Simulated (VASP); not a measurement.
# Al (I4/mmm) in VASP: a series of runs, part 2 of 2

VASP 6.6.1.

## Step 3: Single point, LDA

This run uses another cell than the first one, of 16.24 Å³/atom.

Input file INCAR:

```
SYSTEM = Al
PREC = Accurate
ENCUT = 520
EDIFF = 1E-6
ISMEAR = 0
SIGMA = 0.1
LREAL = .FALSE.
LASPH = .TRUE.
NELM = 80
ALGO = Fast
ISIF = 2
LWAVE = .FALSE.
LCHARG = .FALSE.
NBANDS = 10
```

Input file KPOINTS:

```
regular mesh
0
G
  9 9 18
  0 0 0
```

Input file POSCAR:

```
Al
1.0
    4.1210459609      0.0000000000      0.0000000000
    0.0000000000      4.1210459609      0.0000000000
   -2.0605229805      0.0000000000      1.9123645735
Al
2
Direct
    0.0000000000      0.0000000000      0.0000000000
    0.5000000000      0.5000000000      0.0000000000
```

Potentials or basis: VASP PAW LDA potentials, release 64 (Al).

Started as:

```sh
$ cat potpaw_LDA.64/Al/POTCAR > POTCAR
$ mpirun -np 1 vasp_std > vasp.out
```

OUTCAR:

```text
SYSTEM = Al
   PREC = Accurate
   ENCUT = 520
   EDIFF = 1E-6
   ISMEAR = 0
   LREAL = .FALSE.
   LASPH = .TRUE.
   NELM = 80
   ISIF = 2

 ion  position               nearest neighbor table
   1  0.000  0.000  0.000-   2 2.81   2 2.81   2 2.81   2 2.81   2 2.91   2 2.91   2 2.91   2 2.91

   2  0.500  0.500  0.000-   1 2.81   1 2.81   1 2.81   1 2.81   1 2.91   1 2.91   1 2.91   1 2.91

  LATTYP: Found a base centered orthorhombic cell.
 ALAT       =     3.8247291470
 B/A-ratio  =     1.0774739341
 C/A-ratio  =     1.0774739341

  Lattice vectors:

 A1 = (  -2.0605229805,   0.0000000000,   1.9123645735)
 A2 = (   2.0605229804,   0.0000000000,   1.9123645735)
 A3 = (   0.0000000000,   4.1210459609,   0.0000000000)

Analysis of symmetry for initial positions (statically):
=====================================================================
 Subroutine PRICEL returns following result:

  LATTYP: Found a body centered tetragonal cell.
 ALAT       =     2.9140195445
 C/A-ratio  =     1.3125269370

  Lattice vectors:

 A1 = (   0.0000000001,   2.0605229805,  -1.9123645735)
 A2 = (   0.0000000001,  -2.0605229804,  -1.9123645735)
 A3 = (  -2.0605229805,   0.0000000000,   1.9123645735)

   2 primitive cells build up your supercell.

 Routine SETGRP: Setting up the symmetry group for a
 base centered orthorhombic supercell.

 Subroutine GETGRP returns: Found  8 space group operations
 (whereof  8 operations were pure point group operations)
 out of a pool of  8 trial point group operations.

The static configuration has the point symmetry D_2h.

Analysis of symmetry for dynamics (positions and initial velocities):
=====================================================================
 Subroutine PRICEL returns following result:

  LATTYP: Found a body centered tetragonal cell.
 ALAT       =     2.9140195445
 C/A-ratio  =     1.3125269370

  Lattice vectors:

 A1 = (   0.0000000001,   2.0605229805,  -1.9123645735)
 A2 = (   0.0000000001,  -2.0605229804,  -1.9123645735)
 A3 = (  -2.0605229805,   0.0000000000,   1.9123645735)

   2 primitive cells build up your supercell.

 Routine SETGRP: Setting up the symmetry group for a
 base centered orthorhombic supercell.

 Subroutine GETGRP returns: Found  8 space group operations
 (whereof  8 operations were pure point group operations)
 out of a pool of  8 trial point group operations.

The dynamic configuration has the point symmetry D_2h.

 Subroutine INISYM returns: Found  8 space group operations
 (whereof  8 operations are pure point group operations),
 and found     2 'primitive' translations

----------------------------------------------------------------------------------------

                                     Primitive cell

  volume of cell :      16.2389

  direct lattice vectors                    reciprocal lattice vectors
     0.000000000  2.060522980 -1.912364574    -0.242656842  0.242656842 -0.261456423
     0.000000000 -2.060522980 -1.912364574    -0.242656842 -0.242656842 -0.261456423
    -2.060522981  0.000000000  1.912364574    -0.485313685  0.000000000 -0.000000000

  length of vectors
     2.811208497  2.811208497  2.811208497     0.431421079  0.431421079  0.485313685

[... 38 lines left out ...]
  0.333333  0.000000  0.000000      4.000000
  0.444444  0.000000 -0.000000      4.000000
  0.000000  0.111111  0.000000      2.000000
[... 16 lines left out ...]
  0.222222  0.444444 -0.000000      8.000000
  0.333333  0.444444  0.000000      8.000000
 [... further k-points ...]
   k-points           NKPTS =    250   k-points in BZ     NKDIM =    250   number of bands    NBANDS=     10
   number of dos      NEDOS =    301   number of ions     NIONS =      2
   total plane-waves  NPLWV =  24576
   dimension x,y,z NGX =    32 NGY =   32 NGZ =   24
   dimension x,y,z NGXF=    64 NGYF=   64 NGZF=   48
   ions per type =               2
   NGX,Y,Z   is equivalent  to a cutoff of  12.91, 12.91, 14.19 a.u.
   NGXF,Y,Z  is equivalent  to a cutoff of  25.82, 25.82, 28.39 a.u.
 SYSTEM =  Al
   PREC   = accura    normal or accurate (medium, high low for compatibility)
   ISTART =      0    job   : 0-new  1-cont  2-samecut
   ICHARG =      2    charge: 1-file 2-atom 10-const
   ISPIN  =      1    spin polarized calculation?
   LNONCOLLINEAR =      F non collinear calculations
   LSORBIT =      F    spin-orbit coupling
   LASPH  =      T    aspherical Exc in radial PAW
   ENCUT  =  520.0 eV  38.22 Ry    6.18 a.u.   7.66  7.66  5.23*2*pi/ulx,y,z
   NELM   =     80;   NELMIN=  2; NELMDL= -5     # of ELM steps
   EDIFF  = 0.1E-05   stopping-criterion for ELM
   LREAL  =      F    real-space projection
   EDIFFG = 0.1E-04   stopping-criterion for IOM
   NSW    =      0    number of steps for IOM
   IBRION =     -1    ionic relax: 0-MD 1-quasi-New 2-CG
   NFREE  =      0    steps in history (QN), initial steepest desc. (CG)
   ISIF   =      2    stress and relaxation
   ISYM   =      2    0-nonsym 1-usesym 2-fastsym
   POTIM  = 0.5000    time-step for ionic-motion
   TEBEG  =    0.0;   TEEND  =   0.0 temperature during run
   PSTRESS=    0.0 pullay stress
   NELECT =       6.0000    total number of electrons
   NUPDOWN=      -1.0000    fix difference up-down
   EMIN   =  10.00;   EMAX   =-10.00  energy-range for DOS
   EFERMI =   0.00;   METHOD = LEGACY
   ISMEAR =     0;   SIGMA  =   0.10  broadening in eV -4-tet -1-fermi 0-gaus
   EFERMI_NEDOS =   21; number of points for ismear=-14 and -15
   IALGO  =     68    algorithm
   IMIX   =      4    mixing-type and parameters
     AMIX     =   0.40;   BMIX     =  1.00
     AMIX_MAG =   1.60;   BMIX_MAG =  1.00
  volume/ion in A,a.u.               =      16.24       109.59
  Fermi-wavevector in a.u.,A,eV,Ry     =   0.932388  1.761958 11.828191  0.869348
  Thomas-Fermi vector in A             =   2.058981
   LORBIT       =      0    0 simple, 1 ext, 2 COOP (PROOUT), +10 PAW based schemes
   GGA     = CA    functional components
   LHFCALC =     F    Hartree Fock is set to
   AEXX    =    0.0000 exact exchange contribution
   IVDW    =     0    specifies the selected vdW correction
   LEPSILON=     F    determine dielectric tensor
   LRPA    =     F    only Hartree local field effects (RPA)
 non-spin polarized calculation
 RMM-DIIS sequential band-by-band and
 Gauss-broadening in eV      SIGMA  =   0.10
  energy-cutoff  :      520.00
  volume of cell :       32.48
 maximum number of plane-waves:       887
   NGX = 15   NGY = 15   NGZ = 11

 number of electron       6.0000000 magnetization

 Free energy of the ion-electron system (eV)
  ---------------------------------------------------
  ext. energy  EPLUGINS =         0.00000000
  ---------------------------------------------------
  free energy    TOTEN  =        -8.35688893 eV

  energy without entropy =       -8.35270354  energy(sigma->0) =       -8.35479623

 E-fermi :   7.9066     XC(G=0): -10.4031

 val. band max:        7.8941009936   @ k =   0.3333   0.0000   0.0000
 cond. band min:       7.9248670361   @ k =   0.2222   0.0000   0.1667
 fundamental gap:      0.0307660425
 Fermi energy:         7.9065698502

 k-point     1 :       0.0000    0.0000    0.0000
  band No.  band energies     occupation
      1      -3.2524      2.00000
      2       4.6741      2.00000
      3       5.8308      2.00000
      4      13.6155      0.00000
      5      13.8317      0.00000
      6      14.3339      0.00000
      7      17.5402      0.00000
      8      20.4220      0.00000
      9      20.4220      0.00000
     10      21.2172      0.00000
[... 287 lines left out ...]
 k-point    24 :       0.3333    0.4444    0.0000
  band No.  band energies     occupation
      1       0.5020      2.00000
      2       1.4391      2.00000
      3       6.4822      2.00000
      4       7.3865      2.00000
      5      15.8843      0.00000
      6      16.9266      0.00000
      7      17.6977      0.00000
      8      18.2982      0.00000
      9      19.2539      0.00000
     10      19.5825      0.00000

 [... further k-points ...]

------------------------ aborting loop because EDIFF is reached ----------------------------------------

  FORCE on cell =-STRESS in cart. coord.  units (eV):
  Direction    XX          YY          ZZ          XY          YZ          ZX
  --------------------------------------------------------------------------------------
  -------------------------------------------------------------------------------------
  Total       -0.5965611     -0.5965545      0.1681641      0.0000000      0.0000000     -0.0000000
  in kB      -29.4292972    -29.4289752      8.2958009      0.0000000      0.0000000     -0.0000000
  external PRESSURE =     -16.8541572 kB  Pullay stress =       0.0000000 kB

 VOLUME and BASIS-vectors are now :
 -----------------------------------------------------------------------------
  energy-cutoff  :      520.00
  volume of cell :       32.48
      direct lattice vectors                 reciprocal lattice vectors
     4.121045961  0.000000000  0.000000000     0.242656842  0.000000000  0.261456423
     0.000000000  4.121045961  0.000000000     0.000000000  0.242656842  0.000000000
    -2.060522981  0.000000000  1.912364574     0.000000000  0.000000000  0.522912845

 POSITION                                       TOTAL-FORCE (eV/Angst)
 -----------------------------------------------------------------------------------
      0.00000      0.00000      0.00000        -0.000000      0.000000     -0.000000
      2.06052      2.06052      0.00000         0.000000      0.000000      0.000000
 -----------------------------------------------------------------------------------
    total drift:                               -0.000000      0.000000      0.000000

  FREE ENERGIE OF THE ION-ELECTRON SYSTEM (eV)
  ---------------------------------------------------
  free  energy   TOTEN  =        -8.3568889303 eV

  energy  without entropy=       -8.3527035374  energy(sigma->0) =       -8.35479623
```

OSZICAR:

```text
N       E                     dE             d eps       ncg     rms          rms(c)
DAV:   1    -0.907802398231E+00   -0.90780E+00   -0.22299E+03  5040   0.444E+02
DAV:   2    -0.824473496125E+01   -0.73369E+01   -0.70491E+01  6430   0.556E+01
DAV:   3    -0.841422577452E+01   -0.16949E+00   -0.16787E+00  6470   0.655E+00
DAV:   4    -0.841484971778E+01   -0.62394E-03   -0.62389E-03  6124   0.453E-01
DAV:   5    -0.841485287110E+01   -0.31533E-05   -0.31537E-05  5974   0.308E-02    0.195E+00
RMM:   6    -0.837960153913E+01    0.35251E-01   -0.39304E-03  5059   0.313E-01    0.112E+00
RMM:   7    -0.835692646792E+01    0.22675E-01   -0.10035E-02  5220   0.495E-01    0.170E-01
RMM:   8    -0.835688149860E+01    0.44969E-04   -0.54249E-04  5411   0.146E-01    0.455E-02
RMM:   9    -0.835688888351E+01   -0.73849E-05   -0.67499E-05  5621   0.638E-02    0.150E-02
RMM:  10    -0.835688893034E+01   -0.46831E-07   -0.96277E-06  5723   0.192E-02
   1 F= -.83568889E+01 E0= -.83547962E+01  d E =-.418539E-02
```

It took 30 s on 1 thread of Intel Xeon Platinum 8488C (Sapphire Rapids), shared host; peak memory 0.18 GiB.

What came out:

```yaml
Free_energy: -8.3569 eV
Pressure: -1.7 GPa
Band_gap_on_the_k_mesh: zero (bands 3 and 4 overlap by 9.97 eV)
```

## Step 4: Single point, LDA

Input file INCAR:

```
ALGO = Normal
EDIFF = 1E-6
ENCUT = 520
GGA = CA
ISIF = 2
ISMEAR = 0
LASPH = True
LCHARG = False
LREAL = False
LWAVE = False
NBANDS = 10
NELM = 80
PREC = Accurate
SIGMA = 0.1
```

Input file KPOINTS:

```
k-points
0
Gamma
  9 9 18
```

Input file POSCAR:

```
Al
1.0
    4.1210459609      0.0000000000      0.0000000001
    0.0000000000      4.1210459609      0.0000000000
   -2.0605229805      0.0000000000      1.9208948599
Al
2
Direct
    0.0000000000      0.0000000000      0.0000000000
    0.5000000000      0.5000000000      0.0000000000
```

Started as:

```sh
$ cat potpaw_LDA.64/Al/POTCAR > POTCAR
$ mpirun -np 1 vasp_std > vasp.out
```

It took 27 s on 1 thread of Intel Xeon Platinum 8488C (Sapphire Rapids), shared host; peak memory 0.18 GiB.

The run converged. Its results:

```yaml
Free_energy: -8.3573 eV
Pressure: -2.1 GPa
Band_gap_on_the_k_mesh: zero (bands 3 and 4 overlap by 10.00 eV)
```

Stress tensor (GPa, compression positive):
```
-3.14  0.00  0.00
 0.00 -3.14  0.00
 0.00  0.00  0.09
```

Levels at points of the mesh, in eV from the Fermi level:
```csv
k point,band 1,band 2,band 3,band 4,band 5,band 6
"(0.00, 0.00, 0.00)",-11.13,-3.20,-2.05,5.68,5.88,6.35
"(0.00, 0.00, 0.50)",-3.20,-2.15,-2.05,-0.58,4.79,4.79
```
